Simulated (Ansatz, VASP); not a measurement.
**CaO: VASP beside Ansatz**

Contents of POSCAR:

```
CaO
1.0
    0.0000000000      2.3975501188      2.3975501188
    2.3766914328      0.0000000000      2.3975501188
    2.3766914328      2.3975501188      0.0000000000
Ca O
1 1
Direct
    0.0000000000      0.0000000000      0.0000000000
    0.5000000000      0.5000000000      0.5000000000
```

The input INCAR.step1:

```
PREC = Accurate
ENCUT = 520
ISMEAR = 0
SIGMA = 0.01
LREAL = F
LASPH = T
NELM = 100
NBANDS = 15
GGA = PE
ALGO = Normal
EDIFF = 1E-4
LWAVE = T
LCHARG = F
```

Contents of INCAR.step2:

```
PREC = Accurate
ENCUT = 520
EDIFF = 1E-6
ISMEAR = 0
SIGMA = 0.01
LREAL = F
LASPH = T
NELM = 100
ALGO = Normal
ISIF = 2
LWAVE = F
LCHARG = T
METAGGA = R2SCAN
LMIXTAU = T
LELF = T
LVHAR = T
NBANDS = 15
ISTART = 1
```

The input KPOINTS:

```
Automatic mesh
0
Gamma
  10 10 10
```

Input for Ansatz:

```yaml
crystal:
  lattice:
    - [0.0, 2.3975501188, 2.3975501188]
    - [2.3766914328, 0.0, 2.3975501188]
    - [2.3766914328, 2.3975501188, 0.0]
  atoms:
    - { symbol: Ca, position: [0.0, 0.0, 0.0] }
    - { symbol: O, position: [0.5, 0.5, 0.5] }
kpoints:
  mp_grid: { grid: [10, 10, 10] }
  band_path:
    path:
      - [0.0, 0.0, 0.0]
      - [0.5, 0.0, 0.5]
      - [0.625, 0.25, 0.625]
      - [0.375, 0.375, 0.75]
      - [0.5, 0.5, 0.5]
      - [0.5, 0.25, 0.75]
    npoints: 1
hamiltonian:
  xc: r2scan
scf:
  occupations: { method: fixed }
  n_extra_bands: 4
output:
  forces: true
  stress: true
  eigenvalues: true
```

Change from the starting cell: uniaxial_x strain -0.9%.

Alike in both runs: task single point; functional r2SCAN; k mesh 10 × 10 × 10; no spin polarisation.

```csv
,VASP,Ansatz
version,VASP 6.6.1,Ansatz 0.2.0
potentials or method,"VASP PAW PBE potentials, release 64 (Ca_sv, O)","plane waves, PAW"
plane-wave cutoff (eV),520,500
occupations,"gaussian, width 0.01 eV",fixed
valence electrons in the cell,16,16
```

Ansatz gave:

| Property | Result |
| --- | --- |
| gap on the k mesh at the Fermi level (eV) | 4.16 |
| pressure (GPa) | 1.0 |
| traceless stress, the component that is largest in VASP (GPa) | 1.07 |

Q: What did VASP give for the same quantities?

A: gap on the k mesh at the Fermi level (eV): 4.15; pressure (GPa): 2.1; traceless stress, the component that is largest in VASP (GPa): 1.14.

VASP's potentials were made for PBE, not for r2SCAN.
